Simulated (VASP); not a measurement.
A run of VASP 6.6.1 is set up as follows.

File INCAR:

```
ALGO = Fast
EDIFF = 1E-7
ENCUT = 520
GGA = PE
ISIF = 2
ISMEAR = 0
IVDW = 12
LASPH = T
LCHARG = F
LREAL = F
LWAVE = F
NBANDS = 14
NELM = 60
PREC = Accurate
SIGMA = 0.15
```

Contents of KPOINTS:

```
k-points
0
Gamma
  18 18 6
```

The input POSCAR:

```
Al
1.0
    2.8294479141      0.0000000000      0.0000000000
   -1.4147239571      2.4503737723      0.0000000000
    0.0000000000      0.0000000000      8.8536254681
Al
4
Direct
    0.0000000000      0.0000000000      0.0000000000
    0.3333333333      0.6666666667      0.2500000000
    0.0000000000      0.0000000000      0.5000000000
    0.6666666667      0.3333333333      0.7500000000
```

Potentials or basis: VASP PAW PBE potentials, release 64 (Al).

Launch:

```bash
$ cat potpaw_PBE.64/Al/POTCAR > POTCAR
$ mpirun -np 1 vasp_std > vasp.out
```

Estimate the pressure.

3.2 GPa.

Predict the band gap on the k mesh.

zero (band 6 reaches 13.41 eV, above the bottom of band 7 at 7.04 eV).

Stress tensor (GPa, compression positive):
```
1.57 0.00 0.00
0.00 1.57 0.00
0.00 0.00 6.32
```

Caveat: pairwise dispersion overbinds metals, which lowers pressure and volume.
